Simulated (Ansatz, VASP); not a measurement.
# One calculation of Sc3SiF, two programs

```
Sc Si F
1.0
     5.93288    0.00000    0.00000
    -2.96644    5.13803    0.00000
     0.00000    0.00000    5.09105
Sc Si F
6 2 2
Cartesian
  2.9664 3.4750 1.2728
  4.4927 0.8315 1.2728
  1.5263 4.3065 3.8183
  0.0000 1.6630 3.8183
  1.4402 0.8315 1.2728
  -1.5263 4.3065 3.8183
  0.0000 3.4254 1.2728
  2.9664 1.7127 3.8183
  0.0000 0.0000 2.5455
  0.0000 0.0000 0.0000
```

Change from the starting cell: species swapped into the TlCoCl3 type (P6_3/mmc, No. 194).

Alike in both runs: task relaxation of cell and atoms; functional PBE; k mesh 3 × 3 × 4; occupations gaussian, width 0.1 eV; no spin polarisation.

```csv
,VASP,Ansatz
version,VASP 6.6.1,Ansatz 0.2.0
potentials or method,"VASP PAW PBE potentials, release 64 (Sc_sv, Si, F), cutoff 600 eV","scalar-relativistic, plane waves, PAW"
valence electrons in the cell,88,88
```

Ansatz gave:

| Property | Result |
| --- | --- |
| gap on the k mesh at the Fermi level, each at its own relaxed structure (eV) | none |
| relaxed volume (Å³/atom) | 16.60 |
| relaxed cell length with the largest relative difference (Å) | 4.862 |

Question: What did VASP give for the same quantities?

Answer: gap on the k mesh at the Fermi level, each at its own relaxed structure (eV): none; relaxed volume (Å³/atom): 16.63; relaxed cell length with the largest relative difference (Å): 4.850.

A gap of «none» marks a metal or a gap that the smearing closes.

The k mesh is coarse, so the values compare programs but aren't converged.
